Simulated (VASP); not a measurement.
# AlN (P6/mmm) in VASP: a series of runs, part 2 of 2

VASP 6.6.1.

## (4) Single point, PBE

This run uses another cell than the first one, of 39.59 Å³/atom.

File INCAR:

```
SYSTEM = AlN
PREC = Accurate ; ENCUT = 520
EDIFF = 1E-6 ; ISMEAR = 0
SIGMA = 0.02 ; LREAL = .FALSE.
LASPH = .TRUE. ; NELM = 60
ALGO = Normal ; ISIF = 2
LWAVE = .FALSE. ; LCHARG = .TRUE.
GGA = PE ; LELF = .TRUE.
LVHAR = .TRUE. ; NBANDS = 11
```

File KPOINTS:

```
regular mesh
0
G
  6 6 8
  0 0 0
```

File POSCAR:

```
AlN
1.0
    5.2043784611      0.0000000000      0.0000000000
   -2.6021892305      4.5071239582      0.0000000000
    0.0000000000      0.0000000000      3.3754447665
Al N
1 1
Direct
    0.0000000000      0.0000000000      0.5000000000
    0.0000000000      0.0000000000      0.0000000000
```

On the command line:

```bash
cat potpaw_PBE.64/Al/POTCAR potpaw_PBE.64/N/POTCAR > POTCAR
mpirun -np 1 vasp_std > vasp.out
```

It took 33 s on 1 thread of Intel Xeon 8259CL, shared host; peak memory 0.2 GiB.

The run converged. Its results:

```
Free energy            : -11.2431 eV
Pressure               : 0.1 GPa
Band gap on the k mesh : 1.47 eV (least direct gap 2.33 eV)
```

Stress tensor (GPa, compression positive):
```
0.02 0.00 0.00
0.00 0.02 0.00
0.00 0.00 0.15
```

Levels at points of the mesh, in eV from the valence-band top:
```tsv
k point	band 1	band 2	band 3	band 4	band 5	band 6	band 7	band 8	band 9
(0.00, 0.00, 0.00)	-12.60	-2.40	-0.87	-0.87	1.47	7.75	7.92	7.92	8.43
(0.50, 0.00, 0.00)	-12.59	-2.39	-1.30	-0.96	2.70	5.26	6.56	7.59	10.94
(0.00, 0.00, 0.50)	-11.91	-4.92	0.00	0.00	4.44	5.31	5.31	6.76	10.47
(0.50, 0.00, 0.50)	-11.90	-4.87	-0.17	-0.04	3.83	4.97	5.58	8.78	8.96
```

A k mesh can miss the band edges.

## (5) Relaxation of cell and atoms, PBE

File INCAR:

```
PREC     = Accurate       # precision mode
ENCUT    = 600            # plane-wave cutoff, eV
EDIFF    = 1E-7           # SCF threshold, eV
ISMEAR   = 0              # smearing method
SIGMA    = 0.1            # smearing width, eV
LREAL    = F              # projectors in reciprocal space
LASPH    = T              # aspherical terms in the spheres
NELM     = 100            # most SCF steps
ALGO     = Normal         # electronic algorithm
ISIF     = 3              # what is computed and relaxed
LWAVE    = F              # write WAVECAR
LCHARG   = F              # write CHGCAR
GGA      = PE             # functional
IBRION   = 2              # ionic algorithm
NSW      = 90             # ionic steps
EDIFFG   = -0.04          # ionic threshold
```

File KPOINTS:

```
regular mesh
0
Gamma
  6 6 6
```

File POSCAR:

```
AlN
1.0
    3.4191246600      0.0000000000      0.0000000000
   -1.7095623300      2.9610488100      0.0000000000
    0.0000000000      0.0000000000      3.0555496700
Al N
1 1
Direct
    0.0000000000      0.0000000000      0.5000000000
    0.0000000000      0.0000000000      0.0000000000
```

On the command line:

```bash
cat potpaw_PBE.64/Al/POTCAR potpaw_PBE.64/N/POTCAR > POTCAR
mpirun -np 1 vasp_std > vasp.out
```

Run time: 2.2 min. Hardware: 1 thread of Intel Xeon 8259CL, shared host; peak memory 0.15 GiB.

The run converged. Its results:

```yaml
Free_energy: -11.1583 eV
Relaxed_volume: 25.05 Å³/atom
Relaxed_cell: a = 4.141 Å, b = 4.141 Å, c = 3.374 Å, α = 90.00°, β = 90.00°, γ = 120.00°
Space_group_after_relaxing_to_0.1_Å: P6/mmm (No. 191)
Pressure_after_relaxing: 0.0 GPa
Band_gap_on_the_k_mesh: 0.30 eV (least direct gap 0.95 eV)
```

Final structure:
```
Al N
1.0
     4.14071    0.00000    0.00000
    -2.07035    3.58596    0.00000
     0.00000    0.00000    3.37409
Al N
1 1
Direct
  0.00000 0.00000 0.50000
  0.00000 0.00000 0.00000
```

Levels at points of the mesh, in eV from the valence-band top:
```
           k point  band 1  band 2  band 3  band 4  band 5  band 6  band 7  band 8
(0.00, 0.00, 0.00)  -13.01   -2.76   -0.65   -0.65    0.30    9.12    9.12    9.50
(0.50, 0.00, 0.00)  -12.88   -2.69   -2.20   -0.94    2.72    5.40    7.42    8.61
(0.00, 0.00, 0.50)  -12.28   -5.51    0.00    0.00    3.31    6.58    6.58    6.73
(0.50, 0.00, 0.50)  -12.20   -5.12   -0.79   -0.16    2.40    5.46    5.53    9.47
```

Caveat: the volume moved by over 15 % at a fixed basis, so the end points are rough.

## (6) Single point, PBE, collinear spin, ferromagnetic start

File INCAR:

```
PREC = Accurate ; ENCUT = 520
EDIFF = 1E-7 ; ISMEAR = 0
SIGMA = 0.1 ; LREAL = F
LASPH = T ; NELM = 150
ALGO = Normal ; ISIF = 2
LWAVE = F ; LCHARG = T
ISPIN = 2 ; MAGMOM = 0 1
LORBIT = 11 ; GGA = PE
LELF = T ; LVHAR = T
NBANDS = 15
```

KPOINTS is that of step 5.

POSCAR is that of step 5.

Potentials or basis: VASP PAW PBE potentials, release 64 (Al, N).

On the command line:

```bash
cat potpaw_PBE.64/Al/POTCAR potpaw_PBE.64/N/POTCAR > POTCAR
mpirun -np 1 vasp_std > vasp.out
```

It took 49 s on 1 thread of Intel Xeon 8259CL, shared host; peak memory 0.16 GiB.

It converged, with:

```
Free energy                                           : -9.6563 eV
Pressure                                              : 51.0 GPa
Net moment                                            : 0.00 μB per cell
Valence electrons inside the program's atomic spheres : Al 1.15; N 3.99
```

Stress tensor (GPa, compression positive):
```
  8.84   0.00   0.00
  0.00   8.84   0.00
  0.00   0.00 135.40
```

Levels at points of the mesh, in eV from the Fermi level:
Spin up:
| k point | band 1 | band 2 | band 3 | band 4 | band 5 | band 6 | band 7 | band 8 |
| --- | --- | --- | --- | --- | --- | --- | --- | --- |
| (0.00, 0.00, 0.00) | -14.17 | -2.72 | -0.49 | -0.49 | -0.01 | 10.74 | 10.74 | 12.82 |
| (0.50, 0.00, 0.00) | -13.57 | -3.89 | -2.46 | -1.13 | 3.59 | 6.46 | 10.42 | 11.63 |
| (0.00, 0.00, 0.50) | -12.96 | -6.42 | -0.05 | -0.05 | 3.11 | 8.02 | 10.02 | 10.02 |
| (0.50, 0.00, 0.50) | -12.54 | -5.24 | -2.05 | -0.45 | 1.54 | 6.10 | 7.64 | 10.90 |
Spin down:
```csv
k point,band 1,band 2,band 3,band 4,band 5,band 6,band 7,band 8
"(0.00, 0.00, 0.00)",-14.17,-2.72,-0.49,-0.49,-0.01,10.74,10.74,12.82
"(0.50, 0.00, 0.00)",-13.57,-3.89,-2.46,-1.13,3.59,6.46,10.42,11.63
"(0.00, 0.00, 0.50)",-12.96,-6.42,-0.05,-0.05,3.11,8.02,10.02,10.02
"(0.50, 0.00, 0.50)",-12.54,-5.24,-2.05,-0.45,1.54,6.10,7.64,10.90
```

Caveat: the cell stands under pressure.

## (7) Summary

| task | spin | cell | k mesh | cutoff (eV) | smearing | gap on the mesh (eV) | pressure (GPa) |
| --- | --- | --- | --- | --- | --- | --- | --- |
| single point | off | a = 3.419, b = 3.419, c = 3.056 Å, angles 90.0, 90.0, 120.0°, 2 atoms | 6 × 6 × 6 | 520 | gaussian 0.1 eV | - | 51.0 |
| single point | off | a = 4.522, b = 4.522, c = 3.375 Å, angles 90.0, 90.0, 120.0°, 2 atoms | 6 × 6 × 6 | 520 | gaussian 0.1 eV | 0.85 | 0.3 |
| single point | off | a = 5.204, b = 5.204, c = 3.375 Å, angles 90.0, 90.0, 120.0°, 2 atoms | 6 × 6 × 8 | 520 | gaussian 0.02 eV | 1.47 | 0.1 |
| relaxation of cell and atoms | off | relaxed from a = 3.419, b = 3.419, c = 3.056 Å, angles 90.0, 90.0, 120.0°, 2 atoms | 6 × 6 × 6 | 600 | gaussian 0.1 eV | 0.30 | 0.0 |
| single point | collinear, ferromagnetic start | a = 3.419, b = 3.419, c = 3.056 Å, angles 90.0, 90.0, 120.0°, 2 atoms | 6 × 6 × 6 | 520 | gaussian 0.1 eV | - | 51.0 |

Alike in all rows: level PBE; potentials or basis VASP PAW PBE potentials, release 64 (Al, N).

Caveats: the cell stands under pressure (at least some runs); the volume moved by over 15 % at a fixed basis, so the end points are rough (at least some runs).

Total energies depend on the potentials used, so only differences within one code and one set of settings carry meaning.
